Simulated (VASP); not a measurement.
# Fe3F (Fm-3m) in VASP: single point with PBE

Aim: the single point of Fe3F with PBE.

Program: VASP 6.6.1. These are calculated values, not measurements. Logs are shortened: lines on timing, memory, paths and dates and some standing lists are left out, and cuts for length are marked.

## Step 1: The cell of the first run

Symmetry: Fm-3m, No. 225, cubic system. The conventional cell has a = 5.801 Å, b = 5.801 Å, c = 5.801 Å, α = 90.00°, β = 90.00°, γ = 90.00°. Fe (site symmetry -43m) has 10 Fe at 2.51 to 2.90 Å and 4 F at 2.51 Å within 3.3 Å. Within 3.3 Å of Fe (site symmetry m-3m) lie 8 Fe at 2.51 Å and 6 F at 2.90 Å. F (site symmetry m-3m) has 14 Fe at 2.51 to 2.90 Å within 3.3 Å.

The cell was built from a structure type or drawn by symmetry, and may not be a known phase.

## Step 2: Single point, PBE, collinear spin, ferromagnetic start

INCAR

```
SYSTEM = Fe3F
PREC = Accurate ; ENCUT = 520
EDIFF = 1E-7 ; ISMEAR = 0
SIGMA = 0.1 ; LREAL = .FALSE.
LASPH = .TRUE. ; NELM = 150
ALGO = Normal ; ISIF = 2
LWAVE = .FALSE. ; LCHARG = .TRUE.
ISPIN = 2 ; MAGMOM = 3.08 3.08 3.08 0
LORBIT = 11 ; LMAXMIX = 4
GGA = PE ; LELF = .TRUE.
LVHAR = .TRUE. ; NBANDS = 28
```

KPOINTS

```
Automatic mesh
0
G
  14 14 14
  0 0 0
```

POSCAR

```
Fe3F
1.0
    0.0000000000      2.9003811906      2.9003811906
    2.9003811906      0.0000000000      2.9003811906
    2.9003811906      2.9003811906      0.0000000000
Fe F
3 1
Direct
    0.2500000000      0.2500000000      0.2500000000
    0.7500000000      0.7500000000      0.7500000000
    0.5000000000      0.5000000000      0.5000000000
    0.0000000000      0.0000000000      0.0000000000
```

Potentials or basis: VASP PAW PBE potentials, release 64 (Fe, F).

Launch:

```console
cat potpaw_PBE.64/Fe/POTCAR potpaw_PBE.64/F/POTCAR > POTCAR
mpirun -np 1 vasp_std > vasp.out
```

OUTCAR:

```text
SYSTEM = Fe3F
   PREC = Accurate
   ENCUT = 520
   EDIFF = 1E-7
   ISMEAR = 0
   LREAL = .FALSE.
   LASPH = .TRUE.
   NELM = 150
   ISIF = 2
   ISPIN = 2
   LORBIT = 11
   GGA = PE

 ion  position               nearest neighbor table
   1  0.250  0.250  0.250-   4 2.51   4 2.51   3 2.51   3 2.51   4 2.51   3 2.51   4 2.51   3 2.51
                             2 2.90   2 2.90   2 2.90   2 2.90   2 2.90   2 2.90
   2  0.750  0.750  0.750-   3 2.51   3 2.51   4 2.51   4 2.51   4 2.51   4 2.51   3 2.51   3 2.51
                             1 2.90   1 2.90   1 2.90   1 2.90   1 2.90   1 2.90
   3  0.500  0.500  0.500-   1 2.51   1 2.51   2 2.51   2 2.51   2 2.51   2 2.51   1 2.51   1 2.51

   4  0.000  0.000  0.000-   2 2.51   2 2.51   1 2.51   1 2.51   2 2.51   1 2.51   2 2.51   1 2.51

  LATTYP: Found a face centered cubic cell.
 ALAT       =     5.8007623812

  Lattice vectors:

 A1 = (   0.0000000000,   2.9003811906,   2.9003811906)
 A2 = (   2.9003811906,   0.0000000000,   2.9003811906)
 A3 = (   2.9003811906,   2.9003811906,   0.0000000000)

Analysis of symmetry for initial positions (statically):
=====================================================================
 Subroutine PRICEL returns:
 Original cell was already a primitive cell.

 Routine SETGRP: Setting up the symmetry group for a
 face centered cubic supercell.

 Subroutine GETGRP returns: Found 48 space group operations
 (whereof 48 operations were pure point group operations)
 out of a pool of 48 trial point group operations.

The static configuration has the point symmetry O_h .

Analysis of symmetry for dynamics (positions and initial velocities):
=====================================================================
 Subroutine PRICEL returns:
 Original cell was already a primitive cell.

 Routine SETGRP: Setting up the symmetry group for a
 face centered cubic supercell.

 Subroutine GETGRP returns: Found 48 space group operations
 (whereof 48 operations were pure point group operations)
 out of a pool of 48 trial point group operations.

The dynamic configuration has the point symmetry O_h .

Analysis of structural, dynamic, and magnetic symmetry:
=====================================================================
 Subroutine PRICEL returns:
 Original cell was already a primitive cell.

 Routine SETGRP: Setting up the symmetry group for a
 face centered cubic supercell.

 Subroutine GETGRP returns: Found 48 space group operations
 (whereof 48 operations were pure point group operations)
 out of a pool of 48 trial point group operations.

The overall configuration has the point symmetry O_h .

 Subroutine INISYM returns: Found 48 space group operations
 (whereof 48 operations are pure point group operations),
 and found     1 'primitive' translations

----------------------------------------------------------------------------------------

                                     Primitive cell

  volume of cell :      48.7972

  direct lattice vectors                    reciprocal lattice vectors
     0.000000000  2.900381191  2.900381191    -0.172391133  0.172391133  0.172391133
     2.900381191  0.000000000  2.900381191     0.172391133 -0.172391133  0.172391133
     2.900381191  2.900381191  0.000000000     0.172391133  0.172391133 -0.172391133

  length of vectors
     4.101758416  4.101758416  4.101758416     0.298590201  0.298590201  0.298590201

  position of ions in fractional coordinates (direct lattice)
     0.250000000  0.250000000  0.250000000
     0.750000000  0.750000000  0.750000000
     0.500000000  0.500000000  0.500000000
     0.000000000  0.000000000  0.000000000

  ion indices of the primitive-cell ions
   primitive index   ion index
                 1           1
                 2           2
                 3           3
                 4           4

----------------------------------------------------------------------------------------

 KPOINTS: Automatic mesh

Automatic generation of k-mesh.
 Grid dimensions read from file:
 generate k-points for:   14   14   14

 Generating k-lattice:

  Cartesian coordinates                     Fractional coordinates (reciprocal lattice)
    -0.012313652  0.012313652  0.012313652     0.071428571  0.000000000  0.000000000
     0.012313652 -0.012313652  0.012313652     0.000000000  0.071428571  0.000000000
     0.012313652  0.012313652 -0.012313652     0.000000000  0.000000000  0.071428571

  Length of vectors
     0.021327872  0.021327872  0.021327872

  Shift w.r.t. Gamma in fractional coordinates (k-lattice)
     0.000000000  0.000000000  0.000000000

 Subroutine IBZKPT returns following result:
 ===========================================

 Found    104 irreducible k-points:

 Following reciprocal coordinates:
            Coordinates               Weight
  0.000000  0.000000  0.000000      1.000000
  0.071429  0.000000  0.000000      8.000000
  0.142857  0.000000  0.000000      8.000000
  0.214286  0.000000  0.000000      8.000000
  0.285714  0.000000  0.000000      8.000000
  0.357143  0.000000  0.000000      8.000000
[... 16 lines left out ...]
  0.214286  0.142857  0.000000     24.000000
  0.285714  0.142857  0.000000     24.000000
 [... further k-points ...]
   k-points           NKPTS =    104   k-points in BZ     NKDIM =    104   number of bands    NBANDS=     28
   number of dos      NEDOS =    301   number of ions     NIONS =      4
   total plane-waves  NPLWV =  32768
   dimension x,y,z NGX =    32 NGY =   32 NGZ =   32
   dimension x,y,z NGXF=    64 NGYF=   64 NGZF=   64
   ions per type =               3   1
   NGX,Y,Z   is equivalent  to a cutoff of  12.97, 12.97, 12.97 a.u.
   NGXF,Y,Z  is equivalent  to a cutoff of  25.94, 25.94, 25.94 a.u.
 SYSTEM =  Fe3F
   PREC   = accura    normal or accurate (medium, high low for compatibility)
   ISTART =      0    job   : 0-new  1-cont  2-samecut
   ICHARG =      2    charge: 1-file 2-atom 10-const
   ISPIN  =      2    spin polarized calculation?
   LNONCOLLINEAR =      F non collinear calculations
   LSORBIT =      F    spin-orbit coupling
   LASPH  =      T    aspherical Exc in radial PAW
   ENCUT  =  520.0 eV  38.22 Ry    6.18 a.u.   7.63  7.63  7.63*2*pi/ulx,y,z
   NELM   =    150;   NELMIN=  2; NELMDL= -5     # of ELM steps
   EDIFF  = 0.1E-06   stopping-criterion for ELM
   LREAL  =      F    real-space projection
   EDIFFG = 0.1E-05   stopping-criterion for IOM
   NSW    =      0    number of steps for IOM
   IBRION =     -1    ionic relax: 0-MD 1-quasi-New 2-CG
   NFREE  =      0    steps in history (QN), initial steepest desc. (CG)
   ISIF   =      2    stress and relaxation
   ISYM   =      2    0-nonsym 1-usesym 2-fastsym
   POTIM  = 0.5000    time-step for ionic-motion
   TEBEG  =    0.0;   TEEND  =   0.0 temperature during run
   PSTRESS=    0.0 pullay stress
   NELECT =      31.0000    total number of electrons
   NUPDOWN=      -1.0000    fix difference up-down
   EMIN   =  10.00;   EMAX   =-10.00  energy-range for DOS
   EFERMI =   0.00;   METHOD = LEGACY
   ISMEAR =     0;   SIGMA  =   0.10  broadening in eV -4-tet -1-fermi 0-gaus
   EFERMI_NEDOS =   21; number of points for ismear=-14 and -15
   IALGO  =     38    algorithm
   IMIX   =      4    mixing-type and parameters
     AMIX     =   0.40;   BMIX     =  1.00
     AMIX_MAG =   1.60;   BMIX_MAG =  1.00
  volume/ion in A,a.u.               =      12.20        82.33
  Fermi-wavevector in a.u.,A,eV,Ry     =   1.407333  2.659474 26.947525  1.980587
  Thomas-Fermi vector in A             =   2.529603
   LORBIT       =     11    0 simple, 1 ext, 2 COOP (PROOUT), +10 PAW based schemes
   GGA     = PE    functional components
   LHFCALC =     F    Hartree Fock is set to
   AEXX    =    0.0000 exact exchange contribution
   IVDW    =     0    specifies the selected vdW correction
   LEPSILON=     F    determine dielectric tensor
   LRPA    =     F    only Hartree local field effects (RPA)
 spin polarized calculation
 Gauss-broadening in eV      SIGMA  =   0.10
  energy-cutoff  :      520.00
  volume of cell :       48.80
 maximum number of plane-waves:      1363
   NGX = 15   NGY = 15   NGZ = 15

 number of electron      31.0000010 magnetization       8.5540844

 Free energy of the ion-electron system (eV)
  ---------------------------------------------------
  ext. energy  EPLUGINS =         0.00000000
  ---------------------------------------------------
  free energy    TOTEN  =       -25.55941670 eV

  energy without entropy =      -25.53814024  energy(sigma->0) =      -25.54877847

 E-fermi :   4.4884     XC(G=0): -11.9449

 val. band max:        4.4843832890   @ k =  -0.2857   0.2857   0.0714
 cond. band min:       4.4923098176   @ k =   0.5000   0.1429   0.0000
 fundamental gap:      0.0079265286
 Fermi energy:         4.4884138399

 spin component 1

 k-point     1 :       0.0000    0.0000    0.0000
  band No.  band energies     occupation
      1     -19.4024      1.00000
      2      -1.6419      1.00000
      3      -1.6419      1.00000
      4      -1.6419      1.00000
      5      -1.4951      1.00000
      6       0.5342      1.00000
[... 709 lines left out ...]
     26      15.7357      0.00000
     27      16.6632      0.00000

 [... further k-points ...]

 spin component 2

 k-point     1 :       0.0000    0.0000    0.0000
  band No.  band energies     occupation
      1     -19.2281      1.00000
      2      -1.2329      1.00000
      3      -1.2329      1.00000
      4      -1.2329      1.00000
      5      -1.0691      1.00000
      6       2.7252      1.00000
[... 709 lines left out ...]
     26      16.6459      0.00000
     27      17.5706      0.00000

 [... further k-points ...]

 [bands above 27 left out]

------------------------ aborting loop because EDIFF is reached ----------------------------------------

  FORCE on cell =-STRESS in cart. coord.  units (eV):
  Direction    XX          YY          ZZ          XY          YZ          ZX
  --------------------------------------------------------------------------------------
  -------------------------------------------------------------------------------------
  Total       -0.1004816     -0.1004816     -0.1004816      0.0000000      0.0000000      0.0000000
  in kB       -3.2991485     -3.2991485     -3.2991485      0.0000000      0.0000000      0.0000000
  external PRESSURE =      -3.2991485 kB  Pullay stress =       0.0000000 kB

 VOLUME and BASIS-vectors are now :
 -----------------------------------------------------------------------------
  energy-cutoff  :      520.00
  volume of cell :       48.80
      direct lattice vectors                 reciprocal lattice vectors
     0.000000000  2.900381191  2.900381191    -0.172391133  0.172391133  0.172391133
     2.900381191  0.000000000  2.900381191     0.172391133 -0.172391133  0.172391133
     2.900381191  2.900381191  0.000000000     0.172391133  0.172391133 -0.172391133

 POSITION                                       TOTAL-FORCE (eV/Angst)
 -----------------------------------------------------------------------------------
      1.45019      1.45019      1.45019         0.000000      0.000000      0.000000
      4.35057      4.35057      4.35057        -0.000000     -0.000000     -0.000000
      2.90038      2.90038      2.90038        -0.000000     -0.000000     -0.000000
      0.00000      0.00000      0.00000        -0.000000     -0.000000     -0.000000
 -----------------------------------------------------------------------------------
    total drift:                                0.000000     -0.000000      0.000000

  FREE ENERGIE OF THE ION-ELECTRON SYSTEM (eV)
  ---------------------------------------------------
  free  energy   TOTEN  =       -25.5594166963 eV

  energy  without entropy=      -25.5381402355  energy(sigma->0) =      -25.54877847

 total charge

# of ion       s       p       d       tot
------------------------------------------
    1        0.420   0.302   6.141   6.863
    2        0.420   0.302   6.141   6.863
    3        0.496   0.351   6.307   7.154
    4        1.777   4.216   0.000   5.993
--------------------------------------------------
tot          3.114   5.172  18.588  26.874

 magnetization (x)

# of ion       s       p       d       tot
------------------------------------------
    1       -0.010  -0.015   2.946   2.922
    2       -0.010  -0.015   2.946   2.922
    3       -0.044   0.004   2.569   2.528
    4       -0.002   0.099   0.000   0.097
--------------------------------------------------
tot         -0.065   0.073   8.461   8.469
```

It took 7.6 min on 1 thread of AMD EPYC 7R43 (Zen 3), shared host; peak memory 0.32 GiB.

Results:

```
Free energy                                           : -25.5594 eV
Pressure                                              : -0.3 GPa
Net moment                                            : 8.55 μB per cell
Site moments                                          : Fe +2.92, +2.53 (each value once); F +0.10 μB
Valence electrons inside the program's atomic spheres : Fe 6.86, 7.15 (each value once); F 5.99
```

Caveat: only a ferromagnetic start was run, and an antiferromagnetic order may lie lower in energy. With open d or f shells a metallic result of PBE can be an artefact of self-interaction; +U or a hybrid may open a gap.
